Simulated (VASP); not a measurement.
# ScAl3 (Pm-3m) in VASP: a series of runs

Aim: see how the results for ScAl3 move with the level of theory and the settings. Levels: r2SCAN, HSE06, PBE0, PBEsol. Tasks: single point.

Everything below comes from runs of VASP 6.6.1. Logs are shortened: lines on timing, memory, paths and dates and some standing lists are left out, and cuts for length are marked.

**1. The cell of the first run**

Symmetry: Pm-3m, No. 221, cubic system. Conventional cell: a = 4.088 Å, b = 4.088 Å, c = 4.088 Å, α = 90.00°, β = 90.00°, γ = 90.00°. Within 3.8 Å of Sc (site symmetry m-3m) lie 12 Al at 2.89 Å. Al (site symmetry 4/mmm) has 4 Sc at 2.89 Å and 8 Al at 2.89 Å within 3.8 Å.

**2. Single point, r2SCAN**

File POSCAR:

```
ScAl3
1.0
    4.0878065700      0.0000000000      0.0000000000
    0.0000000000      4.0878065700      0.0000000000
    0.0000000000      0.0000000000      4.0878065700
Sc Al
1 3
Direct
    0.0000000000      0.0000000000      0.0000000000
    0.5000000000      0.5000000000      0.0000000000
    0.0000000000      0.5000000000      0.5000000000
    0.5000000000      0.0000000000      0.5000000000
```

File INCAR.step1:

```
SYSTEM = ScAl3
PREC = Accurate
ENCUT = 520
ISMEAR = -1
SIGMA = 0.05
LREAL = .FALSE.
LASPH = .TRUE.
NELM = 100
NBANDS = 18
GGA = PE
ALGO = Normal
EDIFF = 1E-4
LWAVE = .TRUE.
LCHARG = .FALSE.
```

File INCAR.step2:

```
SYSTEM = ScAl3
PREC = Accurate
ENCUT = 520
EDIFF = 1E-6
ISMEAR = -1
SIGMA = 0.05
LREAL = .FALSE.
LASPH = .TRUE.
NELM = 100
ALGO = Normal
ISIF = 2
LWAVE = .FALSE.
LCHARG = .TRUE.
METAGGA = R2SCAN
LMIXTAU = .TRUE.
LELF = .TRUE.
LVHAR = .TRUE.
NBANDS = 18
ISTART = 1
```

File KPOINTS:

```
regular mesh
0
G
  4 4 4
  0 0 0
```

Potentials or basis: VASP PAW PBE potentials, release 64 (Sc_sv, Al).

Started as:

```sh
$ cat potpaw_PBE.64/Sc_sv/POTCAR potpaw_PBE.64/Al/POTCAR > POTCAR
$ cp INCAR.step1 INCAR
$ mpirun -np 1 vasp_std > vasp.out
$ cp INCAR.step2 INCAR
$ mpirun -np 1 vasp_std > vasp.out
```

OUTCAR:

```text
SYSTEM = ScAl3
   PREC = Accurate
   ENCUT = 520
   EDIFF = 1E-6
   ISMEAR = -1
   LREAL = .FALSE.
   LASPH = .TRUE.
   NELM = 100
   ISIF = 2
   METAGGA = R2SCAN
   ISTART = 1

 ion  position               nearest neighbor table
   1  0.000  0.000  0.000-   2 2.89   3 2.89   4 2.89   3 2.89   4 2.89   2 2.89   3 2.89   3 2.89
                             2 2.89   4 2.89   4 2.89   2 2.89
   2  0.500  0.500  0.000-   1 2.89   3 2.89   4 2.89   3 2.89   4 2.89   1 2.89   4 2.89   4 2.89
                             1 2.89   3 2.89   3 2.89   1 2.89
   3  0.000  0.500  0.500-   1 2.89   2 2.89   4 2.89   1 2.89   2 2.89   1 2.89   4 2.89   1 2.89
                             2 2.89   4 2.89   2 2.89   4 2.89
   4  0.500  0.000  0.500-   1 2.89   2 2.89   3 2.89   1 2.89   2 2.89   2 2.89   3 2.89   2 2.89
                             1 2.89   3 2.89   1 2.89   3 2.89

  LATTYP: Found a simple cubic cell.
 ALAT       =     4.0878065700

  Lattice vectors:

 A1 = (   4.0878065700,   0.0000000000,   0.0000000000)
 A2 = (   0.0000000000,   4.0878065700,   0.0000000000)
 A3 = (   0.0000000000,   0.0000000000,   4.0878065700)

Analysis of symmetry for initial positions (statically):
=====================================================================
 Subroutine PRICEL returns:
 Original cell was already a primitive cell.

 Routine SETGRP: Setting up the symmetry group for a
 simple cubic supercell.

 Subroutine GETGRP returns: Found 48 space group operations
 (whereof 48 operations were pure point group operations)
 out of a pool of 48 trial point group operations.

The static configuration has the point symmetry O_h .

Analysis of symmetry for dynamics (positions and initial velocities):
=====================================================================
 Subroutine PRICEL returns:
 Original cell was already a primitive cell.

 Routine SETGRP: Setting up the symmetry group for a
 simple cubic supercell.

 Subroutine GETGRP returns: Found 48 space group operations
 (whereof 48 operations were pure point group operations)
 out of a pool of 48 trial point group operations.

The dynamic configuration has the point symmetry O_h .

 Subroutine INISYM returns: Found 48 space group operations
 (whereof 48 operations are pure point group operations),
 and found     1 'primitive' translations

----------------------------------------------------------------------------------------

                                     Primitive cell

  volume of cell :      68.3079

  direct lattice vectors                    reciprocal lattice vectors
     4.087806570  0.000000000  0.000000000     0.244629970  0.000000000  0.000000000
     0.000000000  4.087806570  0.000000000     0.000000000  0.244629970  0.000000000
     0.000000000  0.000000000  4.087806570     0.000000000  0.000000000  0.244629970

  length of vectors
     4.087806570  4.087806570  4.087806570     0.244629970  0.244629970  0.244629970

  position of ions in fractional coordinates (direct lattice)
     0.000000000  0.000000000  0.000000000
     0.500000000  0.500000000  0.000000000
     0.000000000  0.500000000  0.500000000
     0.500000000  0.000000000  0.500000000

  ion indices of the primitive-cell ions
   primitive index   ion index
                 1           1
                 2           2
                 3           3
                 4           4

----------------------------------------------------------------------------------------

 KPOINTS: regular mesh

Automatic generation of k-mesh.
 Grid dimensions read from file:
 generate k-points for:    4    4    4

 Generating k-lattice:

  Cartesian coordinates                     Fractional coordinates (reciprocal lattice)
     0.061157493  0.000000000  0.000000000     0.250000000  0.000000000  0.000000000
     0.000000000  0.061157493  0.000000000     0.000000000  0.250000000  0.000000000
     0.000000000  0.000000000  0.061157493     0.000000000  0.000000000  0.250000000

  Length of vectors
     0.061157493  0.061157493  0.061157493

  Shift w.r.t. Gamma in fractional coordinates (k-lattice)
     0.000000000  0.000000000  0.000000000

 Subroutine IBZKPT returns following result:
 ===========================================

 Found     10 irreducible k-points:

 Following reciprocal coordinates:
            Coordinates               Weight
  0.000000  0.000000  0.000000      1.000000
  0.250000  0.000000  0.000000      6.000000
  0.500000  0.000000  0.000000      3.000000
  0.250000  0.250000  0.000000     12.000000
  0.500000  0.250000  0.000000     12.000000
  0.500000  0.500000  0.000000      3.000000
  0.250000  0.250000  0.250000      8.000000
  0.500000  0.250000  0.250000     12.000000
  0.500000  0.500000  0.250000      6.000000
  0.500000  0.500000  0.500000      1.000000
   k-points           NKPTS =     10   k-points in BZ     NKDIM =     10   number of bands    NBANDS=     18
   number of dos      NEDOS =    301   number of ions     NIONS =      4
   total plane-waves  NPLWV =  27000
   dimension x,y,z NGX =    30 NGY =   30 NGZ =   30
   dimension x,y,z NGXF=    60 NGYF=   60 NGZF=   60
   ions per type =               1   3
   NGX,Y,Z   is equivalent  to a cutoff of  12.20, 12.20, 12.20 a.u.
   NGXF,Y,Z  is equivalent  to a cutoff of  24.40, 24.40, 24.40 a.u.
 SYSTEM =  ScAl3
   PREC   = accura    normal or accurate (medium, high low for compatibility)
   ISTART =      1    job   : 0-new  1-cont  2-samecut
   ICHARG =      0    charge: 1-file 2-atom 10-const
   ISPIN  =      1    spin polarized calculation?
   LNONCOLLINEAR =      F non collinear calculations
   LSORBIT =      F    spin-orbit coupling
   LASPH  =      T    aspherical Exc in radial PAW
   ENCUT  =  520.0 eV  38.22 Ry    6.18 a.u.   7.60  7.60  7.60*2*pi/ulx,y,z
   NELM   =    100;   NELMIN=  2; NELMDL=  0     # of ELM steps
   EDIFF  = 0.1E-05   stopping-criterion for ELM
   LREAL  =      F    real-space projection
   EDIFFG = 0.1E-04   stopping-criterion for IOM
   NSW    =      0    number of steps for IOM
   IBRION =     -1    ionic relax: 0-MD 1-quasi-New 2-CG
   NFREE  =      0    steps in history (QN), initial steepest desc. (CG)
   ISIF   =      2    stress and relaxation
   ISYM   =      2    0-nonsym 1-usesym 2-fastsym
   POTIM  = 0.5000    time-step for ionic-motion
   TEBEG  =    0.0;   TEEND  =   0.0 temperature during run
   PSTRESS=    0.0 pullay stress
   NELECT =      20.0000    total number of electrons
   NUPDOWN=      -1.0000    fix difference up-down
   EMIN   =  10.00;   EMAX   =-10.00  energy-range for DOS
   EFERMI =   0.00;   METHOD = LEGACY
   ISMEAR =    -1;   SIGMA  =   0.05  broadening in eV -4-tet -1-fermi 0-gaus
   EFERMI_NEDOS =   21; number of points for ismear=-14 and -15
   IALGO  =     38    algorithm
   IMIX   =      4    mixing-type and parameters
     AMIX     =   0.40;   BMIX     =  1.00
     AMIX_MAG =   1.60;   BMIX_MAG =  1.00
  volume/ion in A,a.u.               =      17.08       115.24
  Fermi-wavevector in a.u.,A,eV,Ry     =   1.087079  2.054282 16.078563  1.181741
  Thomas-Fermi vector in A             =   2.223230
   LORBIT       =      0    0 simple, 1 ext, 2 COOP (PROOUT), +10 PAW based schemes
   METAGGA = R2SCAN    functional components
   LHFCALC =     F    Hartree Fock is set to
   AEXX    =    0.0000 exact exchange contribution
   IVDW    =     0    specifies the selected vdW correction
   LEPSILON=     F    determine dielectric tensor
   LRPA    =     F    only Hartree local field effects (RPA)
 non-spin polarized calculation
  energy-cutoff  :      520.00
  volume of cell :       68.31
 maximum number of plane-waves:      1856
   NGX = 15   NGY = 15   NGZ = 15

 number of electron      19.9999996 magnetization

 Free energy of the ion-electron system (eV)
  ---------------------------------------------------
  ext. energy  EPLUGINS =         0.00000000
  ---------------------------------------------------
  free energy    TOTEN  =       -33.39111014 eV

  energy without entropy =      -33.36389330  energy(sigma->0) =      -33.37750172

 E-fermi :   7.3592     XC(G=0): -11.1260

 val. band max:        7.3441854682   @ k =   0.5000   0.2500   0.2500
 cond. band min:       7.4563030999   @ k =   0.2500   0.2500   0.0000
 fundamental gap:      0.1121176317
 Fermi energy:         7.3591713400

 k-point     1 :       0.0000    0.0000    0.0000
  band No.  band energies     occupation
      1     -43.7626      2.00000
      2     -21.5026      2.00000
      3     -21.5026      2.00000
      4     -21.5026      2.00000
      5      -3.3358      2.00000
      6       4.5892      2.00000
[... 10 lines left out ...]
     17      12.9131      0.00000
     18      12.9131      0.00000

 k-point     2 :       0.2500    0.0000    0.0000
  band No.  band energies     occupation
      1     -43.7619      2.00000
      2     -21.5203      2.00000
      3     -21.5012      2.00000
      4     -21.5012      2.00000
      5      -2.7335      2.00000
      6       1.8529      2.00000
[... 10 lines left out ...]
     17      12.5761      0.00000
     18      13.4852      0.00000

 k-point     3 :       0.5000    0.0000    0.0000
  band No.  band energies     occupation
      1     -43.7612      2.00000
      2     -21.5380      2.00000
      3     -21.4998      2.00000
      4     -21.4998      2.00000
      5      -1.3504      2.00000
      6      -0.4797      2.00000
[... 10 lines left out ...]
     17      11.6076      0.00000
     18      13.0680      0.00000

 k-point     4 :       0.2500    0.2500    0.0000
  band No.  band energies     occupation
      1     -43.7612      2.00000
      2     -21.5190      2.00000
      3     -21.5178      2.00000
      4     -21.4998      2.00000
      5      -2.1545      2.00000
      6       2.2384      2.00000
[... 81 lines left out ...]
      4     -21.5140      2.00000
      5      -0.3728      2.00000
      6       0.6625      2.00000
[... 10 lines left out ...]
     17      13.1693      0.00000
     18      13.2015      0.00000

 k-point     9 :       0.5000    0.5000    0.2500
  band No.  band energies     occupation
      1     -43.7592      2.00000
      2     -21.5306      2.00000
      3     -21.5306      2.00000
      4     -21.5127      2.00000
      5       0.7186      2.00000
      6       1.6837      2.00000
[... 10 lines left out ...]
     17      11.6212      0.00000
     18      15.0766      0.00000

 k-point    10 :       0.5000    0.5000    0.5000
  band No.  band energies     occupation
      1     -43.7586      2.00000
      2     -21.5283      2.00000
      3     -21.5283      2.00000
      4     -21.5283      2.00000
      5       2.3024      2.00000
      6       2.3024      2.00000
[... 10 lines left out ...]
     17      11.6579      0.00000
     18      18.9752      0.00000

------------------------ aborting loop because EDIFF is reached ----------------------------------------

  FORCE on cell =-STRESS in cart. coord.  units (eV):
  Direction    XX          YY          ZZ          XY          YZ          ZX
  --------------------------------------------------------------------------------------
  -------------------------------------------------------------------------------------
  Total       -0.0549232     -0.0549232     -0.0549232      0.0000000      0.0000000      0.0000000
  in kB       -1.2882362     -1.2882362     -1.2882362      0.0000000      0.0000000      0.0000000
  external PRESSURE =      -1.2882362 kB  Pullay stress =       0.0000000 kB

 VOLUME and BASIS-vectors are now :
 -----------------------------------------------------------------------------
  energy-cutoff  :      520.00
  volume of cell :       68.31
      direct lattice vectors                 reciprocal lattice vectors
     4.087806570  0.000000000  0.000000000     0.244629970  0.000000000  0.000000000
     0.000000000  4.087806570  0.000000000     0.000000000  0.244629970  0.000000000
     0.000000000  0.000000000  4.087806570     0.000000000  0.000000000  0.244629970

 POSITION                                       TOTAL-FORCE (eV/Angst)
 -----------------------------------------------------------------------------------
      0.00000      0.00000      0.00000         0.000000      0.000000      0.000000
      2.04390      2.04390      0.00000         0.000000      0.000000      0.000000
      0.00000      2.04390      2.04390         0.000000      0.000000      0.000000
      2.04390      0.00000      2.04390         0.000000      0.000000      0.000000
 -----------------------------------------------------------------------------------
    total drift:                               -0.000000     -0.000000     -0.000000

  FREE ENERGIE OF THE ION-ELECTRON SYSTEM (eV)
  ---------------------------------------------------
  free  energy   TOTEN  =       -33.3911101413 eV

  energy  without entropy=      -33.3638933001  energy(sigma->0) =      -33.37750172
```

Run time: 38 s. Hardware: 1 thread of AMD EPYC 7R13 (Zen 3), shared host; peak memory 0.14 GiB.

What came out:

| Quantity | Value |
| --- | --- |
| Free energy | -33.3911 eV |
| Pressure | -0.1 GPa |
| Band gap on the k mesh | zero (band 10 reaches 8.29 eV, above the bottom of band 11 at 4.03 eV) |

Levels at points of the mesh, in eV from the Fermi level:
| k point | band 7 | band 8 | band 9 | band 10 | band 11 | band 12 | band 13 | band 14 |
| --- | --- | --- | --- | --- | --- | --- | --- | --- |
| (0.00, 0.00, 0.00) | -2.77 | -2.06 | -2.06 | -2.06 | 1.26 | 1.36 | 1.36 | 1.36 |
| (0.50, 0.00, 0.00) | -1.90 | -1.90 | -1.64 | 0.93 | 0.93 | 1.13 | 1.29 | 1.74 |
| (0.50, 0.50, 0.00) | -6.03 | -4.75 | -0.62 | -0.62 | 1.16 | 1.46 | 2.27 | 2.74 |
| (0.50, 0.50, 0.50) | -5.06 | -4.87 | -3.33 | -3.33 | -3.33 | 1.01 | 2.85 | 2.85 |

Caveat: the k points lie up to 0.38 Å⁻¹ apart; the PAW data sets were made with another functional, which shifts forces and pressure a little.

[end of part 1 of 3]
